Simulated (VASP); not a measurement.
# HfH3Cl (Cmcm) in VASP: notebook

Runs on HfH3Cl. Level: PBE. Tasks: relaxation of cell and atoms, single point.

Everything below comes from runs of VASP 6.6.1. Logs are shortened: lines on timing, memory, paths and dates and some standing lists are left out, and cuts for length are marked.

### 1 The cell of the first run

It takes space group Cmcm (No. 63, orthorhombic). The conventional cell has a = 3.200 Å, b = 11.000 Å, c = 7.200 Å, α = 90.00°, β = 90.00°, γ = 90.00°. Within 2.6 Å of Hf (site symmetry 2/m) lie 6 H at 1.96 to 2.18 Å. Within 2.6 Å of H (site symmetry m2m) lie 2 Hf at 1.96 Å and 2 Cl at 2.55 Å. H (site symmetry m) has 2 Hf at 2.18 Å and 3 Cl at 2.53 Å and 10 H at 2.77 to 3.20 Å within 3.3 Å. Cl (site symmetry m2m) has 8 H at 2.53 to 2.55 Å and 2 Cl at 3.20 Å and 2 Hf at 3.29 Å within 3.3 Å.

### 2 Relaxation of cell and atoms, PBE

The input, INCAR:

```
PREC     = Accurate       # precision mode
ENCUT    = 600            # plane-wave cutoff, eV
EDIFF    = 1E-6           # SCF threshold, eV
ISMEAR   = 0              # smearing method
SIGMA    = 0.15           # smearing width, eV
LREAL    = False          # projectors in reciprocal space
LASPH    = True           # aspherical terms in the spheres
NELM     = 60             # most SCF steps
ALGO     = Normal         # electronic algorithm
ISIF     = 3              # what is computed and relaxed
LWAVE    = False          # write WAVECAR
LCHARG   = False          # write CHGCAR
GGA      = PE             # functional
IBRION   = 2              # ionic algorithm
NSW      = 36             # ionic steps
EDIFFG   = -0.08          # ionic threshold
```

The input, KPOINTS:

```
regular mesh
0
Gamma
  4 4 2
```

The input, POSCAR:

```
HfH3Cl
1.0
    1.6000000000     -5.5000000000      0.0000000000
    1.6000000000      5.5000000000      0.0000000000
    0.0000000000      0.0000000000      7.2000000000
Hf H Cl
2 6 2
Direct
    0.0000000000      0.0000000000      0.5000000000
    0.0000000000      0.0000000000      0.0000000000
    0.9300000000      0.0700000000      0.2500000000
    0.0700000000      0.9300000000      0.7500000000
    0.6300000000      0.3700000000      0.4500000000
    0.3700000000      0.6300000000      0.9500000000
    0.6300000000      0.3700000000      0.0500000000
    0.3700000000      0.6300000000      0.5500000000
    0.2500000000      0.7500000000      0.2500000000
    0.7500000000      0.2500000000      0.7500000000
```

Potentials or basis: VASP PAW PBE potentials, release 64 (Hf_pv, H, Cl).

The run is started by

```sh
cat potpaw_PBE.64/Hf_pv/POTCAR potpaw_PBE.64/H/POTCAR potpaw_PBE.64/Cl/POTCAR > POTCAR
mpirun -np 1 vasp_std > vasp.out
```

OUTCAR:

```text
PREC = Accurate
   ENCUT = 600
   EDIFF = 1E-6
   ISMEAR = 0
   LREAL = False
   LASPH = True
   NELM = 60
   ISIF = 3
   GGA = PE
   IBRION = 2
   NSW = 36
   EDIFFG = -0.08

 ion  position               nearest neighbor table
   1  0.000  0.000  0.500-   3 1.96   4 1.96   5 2.18   8 2.18   5 2.18   8 2.18   2 3.60   2 3.60

   2  0.000  0.000  0.000-   3 1.96   4 1.96   7 2.18   6 2.18   7 2.18   6 2.18   1 3.60   1 3.60

   3  0.930  0.070  0.250-   1 1.96   2 1.96
   4  0.070  0.930  0.750-   1 1.96   2 1.96
   5  0.630  0.370  0.450-   1 2.18   1 2.18
   6  0.370  0.630  0.950-   2 2.18   2 2.18
   7  0.630  0.370  0.050-   2 2.18   2 2.18
   8  0.370  0.630  0.550-   1 2.18   1 2.18
   9  0.250  0.750  0.250-
  10  0.750  0.250  0.750-

  LATTYP: Found a base centered orthorhombic cell.
 ALAT       =     3.2000000000
 B/A-ratio  =     3.4375000000
 C/A-ratio  =     2.2500000000

  Lattice vectors:

 A1 = (   1.6000000000,  -5.5000000000,   0.0000000000)
 A2 = (   1.6000000000,   5.5000000000,   0.0000000000)
 A3 = (   0.0000000000,   0.0000000000,   7.2000000000)

Analysis of symmetry for initial positions (statically):
=====================================================================
 Subroutine PRICEL returns:
 Original cell was already a primitive cell.

 Routine SETGRP: Setting up the symmetry group for a
 base centered orthorhombic supercell.

 Subroutine GETGRP returns: Found  8 space group operations
 (whereof  4 operations were pure point group operations)
 out of a pool of  8 trial point group operations.

The static configuration has the point symmetry C_2h.
 The point group associated with its full space group is D_2h.

Analysis of symmetry for dynamics (positions and initial velocities):
=====================================================================
 Subroutine PRICEL returns:
 Original cell was already a primitive cell.

 Routine SETGRP: Setting up the symmetry group for a
 base centered orthorhombic supercell.

 Subroutine GETGRP returns: Found  8 space group operations
 (whereof  4 operations were pure point group operations)
 out of a pool of  8 trial point group operations.

The dynamic configuration has the point symmetry C_2h.
 The point group associated with its full space group is D_2h.

 Subroutine INISYM returns: Found  8 space group operations
 (whereof  4 operations are pure point group operations),
 and found     1 'primitive' translations

----------------------------------------------------------------------------------------

                                     Primitive cell

  volume of cell :     126.7200

  direct lattice vectors                    reciprocal lattice vectors
     1.600000000 -5.500000000  0.000000000     0.312500000 -0.090909091  0.000000000
     1.600000000  5.500000000  0.000000000     0.312500000  0.090909091  0.000000000
     0.000000000  0.000000000  7.200000000     0.000000000  0.000000000  0.138888889

  length of vectors
     5.728001397  5.728001397  7.200000000     0.325454625  0.325454625  0.138888889

  position of ions in fractional coordinates (direct lattice)
     0.000000000  0.000000000  0.500000000
     0.000000000  0.000000000  0.000000000
     0.930000000  0.070000000  0.250000000
     0.070000000  0.930000000  0.750000000
     0.630000000  0.370000000  0.450000000
     0.370000000  0.630000000  0.950000000
     0.630000000  0.370000000  0.050000000
     0.370000000  0.630000000  0.550000000
     0.250000000  0.750000000  0.250000000
     0.750000000  0.250000000  0.750000000

  ion indices of the primitive-cell ions
   primitive index   ion index
                 1           1
                 2           2
                 3           3
                 4           4
                 5           5
                 6           6
                 7           7
                 8           8
                 9           9
                10          10

----------------------------------------------------------------------------------------

 KPOINTS: regular mesh

Automatic generation of k-mesh.
 Grid dimensions read from file:
 generate k-points for:    4    4    2

 Generating k-lattice:

  Cartesian coordinates                     Fractional coordinates (reciprocal lattice)
     0.078125000 -0.022727273  0.000000000     0.250000000 -0.000000000  0.000000000
     0.078125000  0.022727273  0.000000000    -0.000000000  0.250000000  0.000000000
     0.000000000  0.000000000  0.069444444     0.000000000  0.000000000  0.500000000

  Length of vectors
     0.081363656  0.081363656  0.069444444

  Shift w.r.t. Gamma in fractional coordinates (k-lattice)
     0.000000000  0.000000000  0.000000000

 Subroutine IBZKPT returns following result:
 ===========================================

 Found     14 irreducible k-points:

 Following reciprocal coordinates:
            Coordinates               Weight
  0.000000  0.000000  0.000000      1.000000
  0.250000  0.000000  0.000000      4.000000
  0.500000  0.000000  0.000000      2.000000
  0.250000  0.250000  0.000000      2.000000
  0.500000  0.250000  0.000000      4.000000
 -0.250000  0.250000  0.000000      2.000000
  0.500000  0.500000  0.000000      1.000000
  0.000000  0.000000  0.500000      1.000000
  0.250000  0.000000  0.500000      4.000000
  0.500000  0.000000  0.500000      2.000000
  0.250000  0.250000  0.500000      2.000000
  0.500000  0.250000  0.500000      4.000000
 -0.250000  0.250000  0.500000      2.000000
  0.500000  0.500000  0.500000      1.000000
   k-points           NKPTS =     14   k-points in BZ     NKDIM =     14   number of bands    NBANDS=     26
   number of dos      NEDOS =    301   number of ions     NIONS =     10
   total plane-waves  NPLWV = 138240
   dimension x,y,z NGX =    48 NGY =   48 NGZ =   60
   dimension x,y,z NGXF=    96 NGYF=   96 NGZF=  120
   ions per type =               2   6   2
   NGX,Y,Z   is equivalent  to a cutoff of  13.93, 13.93, 13.85 a.u.
   NGXF,Y,Z  is equivalent  to a cutoff of  27.86, 27.86, 27.71 a.u.
 SYSTEM =  unknown system
   PREC   = accura    normal or accurate (medium, high low for compatibility)
   ISTART =      0    job   : 0-new  1-cont  2-samecut
   ICHARG =      2    charge: 1-file 2-atom 10-const
   ISPIN  =      1    spin polarized calculation?
   LNONCOLLINEAR =      F non collinear calculations
   LSORBIT =      F    spin-orbit coupling
   LASPH  =      T    aspherical Exc in radial PAW
   ENCUT  =  600.0 eV  44.10 Ry    6.64 a.u.  11.44 11.44 14.38*2*pi/ulx,y,z
   NELM   =     60;   NELMIN=  2; NELMDL= -5     # of ELM steps
   EDIFF  = 0.1E-05   stopping-criterion for ELM
   LREAL  =      F    real-space projection
   EDIFFG = -.8E-01   stopping-criterion for IOM
   NSW    =     36    number of steps for IOM
   IBRION =      2    ionic relax: 0-MD 1-quasi-New 2-CG
   NFREE  =      1    steps in history (QN), initial steepest desc. (CG)
   ISIF   =      3    stress and relaxation
   ISYM   =      2    0-nonsym 1-usesym 2-fastsym
   POTIM  = 0.5000    time-step for ionic-motion
   TEBEG  =    0.0;   TEEND  =   0.0 temperature during run
   PSTRESS=    0.0 pullay stress
   NELECT =      40.0000    total number of electrons
   NUPDOWN=      -1.0000    fix difference up-down
   EMIN   =  10.00;   EMAX   =-10.00  energy-range for DOS
   EFERMI =   0.00;   METHOD = LEGACY
   ISMEAR =     0;   SIGMA  =   0.15  broadening in eV -4-tet -1-fermi 0-gaus
   EFERMI_NEDOS =   21; number of points for ismear=-14 and -15
   IALGO  =     38    algorithm
   IMIX   =      4    mixing-type and parameters
     AMIX     =   0.40;   BMIX     =  1.00
     AMIX_MAG =   1.60;   BMIX_MAG =  1.00
  volume/ion in A,a.u.               =      12.67        85.51
  Fermi-wavevector in a.u.,A,eV,Ry     =   1.114670  2.106421 16.905102  1.242490
  Thomas-Fermi vector in A             =   2.251268
   LORBIT       =      0    0 simple, 1 ext, 2 COOP (PROOUT), +10 PAW based schemes
   GGA     = PE    functional components
   LHFCALC =     F    Hartree Fock is set to
   AEXX    =    0.0000 exact exchange contribution
   IVDW    =     0    specifies the selected vdW correction
   LEPSILON=     F    determine dielectric tensor
   LRPA    =     F    only Hartree local field effects (RPA)
 conjugate gradient relaxation of ions
 non-spin polarized calculation
 Gauss-broadening in eV      SIGMA  =   0.15
  energy-cutoff  :      600.00
  volume of cell :      126.72
 maximum number of plane-waves:      4256
 NGX is ok and might be reduce to    48
   NGX = 23   NGY = 23   NGZ = 29

--------------------------------------- Ionic step        1  -------------------------------------------

 number of electron      40.0000001 magnetization

 Free energy of the ion-electron system (eV)
  ---------------------------------------------------
  ext. energy  EPLUGINS =         0.00000000
  ---------------------------------------------------
  free energy    TOTEN  =       -43.17099362 eV

  energy without entropy =      -43.15717822  energy(sigma->0) =      -43.16408592

------------------------ aborting loop because EDIFF is reached ----------------------------------------

  FORCE on cell =-STRESS in cart. coord.  units (eV):
  Direction    XX          YY          ZZ          XY          YZ          ZX
  --------------------------------------------------------------------------------------
  -------------------------------------------------------------------------------------
  Total        0.7444092    -13.2326773     -0.6718015      0.0000000      0.0000000      0.0000000
  in kB        9.4118965   -167.3066257     -8.4938858      0.0000000      0.0000000      0.0000000
  external PRESSURE =     -55.4628716 kB  Pullay stress =       0.0000000 kB
[... 75 lines left out ...]
--------------------------------------- Ionic step        3  -------------------------------------------

 number of electron      40.0000001 magnetization

 E-fermi :   3.6687     XC(G=0): -10.2145

 val. band max:        3.6249810806   @ k =   0.5000   0.5000   0.5000
 cond. band min:       3.9174267077   @ k =   0.2500   0.2500   0.5000
 fundamental gap:      0.2924456271
 Fermi energy:         3.6687280248

 k-point     1 :       0.0000    0.0000    0.0000
  band No.  band energies     occupation
      1     -27.8730      2.00000
      2     -27.8036      2.00000
      3     -27.7062      2.00000
      4     -27.5789      2.00000
      5     -27.2721      2.00000
      6     -27.2628      2.00000
[... 432 lines left out ...]
  FREE ENERGIE OF THE ION-ELECTRON SYSTEM (eV)
  ---------------------------------------------------
  free  energy   TOTEN  =       -45.3426901035 eV

  energy  without entropy=      -45.3244516531  energy(sigma->0) =      -45.33357088

[... ionic steps 4 to 26 ...]

--------------------------------------- Ionic step       27  -------------------------------------------

 number of electron      40.0000004 magnetization

------------------------ aborting loop because EDIFF is reached ----------------------------------------
[... 83 lines left out ...]
--------------------------------------- Ionic step       29  -------------------------------------------

 number of electron      40.0000003 magnetization

 Free energy of the ion-electron system (eV)
  ---------------------------------------------------
  ext. energy  EPLUGINS =         0.00000000
  ---------------------------------------------------
  free energy    TOTEN  =       -48.25754361 eV

  energy without entropy =      -48.23743529  energy(sigma->0) =      -48.24748945

 E-fermi :   1.8002     XC(G=0):  -8.3795

 val. band max:        1.7371859225   @ k =  -0.2500   0.2500   0.0000
 cond. band min:       1.8563276171   @ k =   0.0000   0.0000   0.0000
 fundamental gap:      0.1191416946
 Fermi energy:         1.8002447118

 k-point     1 :       0.0000    0.0000    0.0000
  band No.  band energies     occupation
      1     -30.3281      2.00000
      2     -30.2127      2.00000
      3     -29.9107      2.00000
      4     -29.7996      2.00000
      5     -29.7063      2.00000
      6     -29.6938      2.00000
[... 432 lines left out ...]
  FREE ENERGIE OF THE ION-ELECTRON SYSTEM (eV)
  ---------------------------------------------------
  free  energy   TOTEN  =       -48.2575436099 eV

  energy  without entropy=      -48.2374352859  energy(sigma->0) =      -48.24748945

 reached required accuracy - stopping structural energy minimisation
```

Wall time 17 min (1 thread of AMD EPYC 9R45 (Zen 5), shared host); peak memory 0.4 GiB.

What came out:

| Property | Result |
| --- | --- |
| Free energy | -48.2575 eV |
| Relaxed volume | 14.74 Å³/atom |
| Relaxed cell | a = 6.411 Å, b = 6.411 Å, c = 7.010 Å, α = 90.00°, β = 90.00°, γ = 149.23° |
| Space group after relaxing (to 0.1 Å) | Cmcm (No. 63) |
| Energy gained by relaxing | 508.7 meV/atom |
| Ionic steps | 29 |
| Pressure after relaxing | 0.0 GPa |
| Largest force after relaxing | 0.074 eV/Å |
| Band gap on the k mesh | 0.01 eV (least direct gap 0.68 eV) |

Forces in eV/Å, atoms in the order of the input:
```
Hf   0.000  0.000  0.000
Hf   0.000  0.000  0.000
H    0.000 -0.008  0.000
H    0.000  0.008  0.000
H    0.000  0.009  0.055
H    0.000 -0.009  0.055
H    0.000  0.009 -0.055
H    0.000 -0.009 -0.055
Cl   0.000  0.074  0.000
Cl   0.000 -0.074  0.000
```

Step by step:
| step | energy change (eV) | largest force (eV/Å) | pressure (GPa) | volume (Å³) |
| --- | --- | --- | --- | --- |
| 1 | 0.0000 | 1.7204 | -5.55 | 126.72 |
| 2 | -1.3654 | 1.3826 | -1.26 | 118.67 |
| 3 | -2.1717 | 1.0767 | 9.15 | 106.61 |
| 4 | -2.6979 | 0.5678 | 2.94 | 114.31 |
| 5 | -2.7058 | 0.4748 | 2.20 | 115.53 |
| 6 | -2.9110 | 0.6481 | 0.22 | 119.51 |
| 7 | -3.1925 | 1.0959 | -4.20 | 131.41 |
| 8 | -3.3164 | 1.0859 | -3.55 | 131.40 |
| 9 | -3.6205 | 0.9893 | -1.34 | 131.19 |
| 10 | -3.8199 | 0.5544 | 4.48 | 129.96 |
| 11 | -3.8362 | 0.6062 | 3.04 | 130.33 |
| 12 | -4.0371 | 0.5671 | 2.85 | 133.26 |
| 13 | -4.2392 | 0.5988 | 3.25 | 139.18 |
| 14 | -4.4117 | 0.5542 | 0.34 | 145.27 |
| 15 | -4.4761 | 0.5093 | -2.49 | 152.54 |
| 16 | -4.6173 | 0.4401 | -2.15 | 153.32 |
| 17 | -4.7154 | 0.4122 | -1.78 | 154.33 |
| 18 | -4.7250 | 0.4247 | -1.65 | 154.71 |
| 19 | -4.8718 | 0.3993 | 0.22 | 150.36 |
| 20 | -4.9293 | 0.7176 | 2.87 | 145.10 |
| 21 | -5.0083 | 0.3544 | 1.77 | 145.95 |
| 22 | -5.0285 | 0.2090 | 0.89 | 146.66 |
| 23 | -5.0467 | 0.1922 | 0.21 | 147.96 |
| 24 | -5.0561 | 0.1638 | -0.93 | 150.22 |
| 25 | -5.0671 | 0.1100 | -0.53 | 149.49 |
| 26 | -5.0695 | 0.1115 | -0.21 | 148.95 |
| 27 | -5.0765 | 0.0961 | 0.00 | 148.26 |
| 28 | -5.0821 | 0.0943 | 0.43 | 146.87 |
| 29 | -5.0865 | 0.0736 | -0.03 | 147.40 |

Final structure:
```
Hf H Cl
1.0
     1.70095   -6.18073    0.00000
     1.70095    6.18073    0.00000
     0.00000    0.00000    7.01007
Hf H Cl
2 6 2
Direct
  0.00000 0.00000 0.50000
  0.00000 0.00000 0.00000
  0.92047 0.07953 0.25000
  0.07953 0.92047 0.75000
  0.57776 0.42224 0.56371
  0.42224 0.57776 0.06371
  0.57776 0.42224 0.93629
  0.42224 0.57776 0.43629
  0.14727 0.85273 0.25000
  0.85273 0.14727 0.75000
```

Caveat: the k points lie up to 0.48 Å⁻¹ apart in the final cell; the volume moved by over 15 % at a fixed basis, so the end points are rough; semilocal functionals underestimate gaps, and a narrow one can read as zero; spin-orbit coupling is left out, which moves the levels of the heavy elements; the relaxation stopped at a loose force limit of 0.08 eV/Å, so its end isn't a converged minimum.

(Part 1 of 2 ends here.)

The gap in the log of VASP goes by the Fermi energy; the results here count the filled bands.